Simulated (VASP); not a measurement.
Runs of VASP 6.6.1 on SiC. The structure is that of space group P6_3mc (No. 186), or close to it. The cells are those of the table. 

```tsv
cell	gap on the mesh (eV)	pressure (GPa)
atoms relaxed from a = 3.072, b = 3.072, c = 5.041 Å, angles 90.0, 90.0, 120.0°, 4 atoms	2.40	-2.9
atoms relaxed from a = 3.056, b = 3.056, c = 4.991 Å, angles 90.0, 90.0, 120.0°, 4 atoms	2.41	1.6
atoms relaxed from a = 3.056, b = 3.056, c = 5.041 Å, angles 90.0, 90.0, 120.0°, 4 atoms	2.35	-0.7
atoms relaxed from a = 3.041, b = 3.041, c = 4.991 Å, angles 90.0, 90.0, 120.0°, 4 atoms	(a)	4.0
```

Alike in all rows: task relaxation of the atoms; level LDA; potentials or basis VASP PAW LDA potentials, release 64 (Si, C); no spin polarisation; k mesh 8 × 8 × 4; cutoff (eV) 520; smearing gaussian 0.01 eV.

Task: Fill in the values left out.

Result: (a) 2.36.

Caveats: the relaxation stopped at its first step, so nothing moved (at least some runs).

A k mesh can miss the band edges.
